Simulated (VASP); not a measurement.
Input of a VASP 6.6.1 run:

File INCAR:

```
PREC     = Accurate       # precision mode
ENCUT    = 520            # plane-wave cutoff, eV
EDIFF    = 1E-7           # SCF threshold, eV
ISMEAR   = -1             # smearing method
SIGMA    = 0.05           # smearing width, eV
LREAL    = False          # projectors in reciprocal space
LASPH    = True           # aspherical terms in the spheres
NELM     = 60             # most SCF steps
ALGO     = Normal         # electronic algorithm
ISIF     = 2              # what is computed and relaxed
LWAVE    = False          # write WAVECAR
LCHARG   = True           # write CHGCAR
GGA      = PE             # functional
LELF     = True           # ELF
LVHAR    = True         
NBANDS   = 11             # bands
```

File KPOINTS:

```
Automatic mesh
0
Gamma
  18 18 18
```

File POSCAR:

```
C
1.0
    0.0000000000      2.1340664971      3.3591230053
    1.2320797642      0.0000000000      3.3591230053
    1.2320797642      2.1340664971      0.0000000000
C
2
Direct
    0.1666700000      0.8333300000      0.1666700000
    0.8333300000      0.1666700000      0.8333300000
```

Potentials or basis: VASP PAW PBE potentials, release 64 (C).

Run with:

```sh
$ cat potpaw_PBE.64/C/POTCAR > POTCAR
$ mpirun -np 1 vasp_std > vasp.out
```

(1) Predict the largest force.

(2) Estimate the pressure.

Answers

(1) 0.003 eV/Å.

(2) 2.2 GPa.

Caveat: this functional lacks dispersion, which binds the layers, so the pressure and a relaxed spacing across them are unreliable.
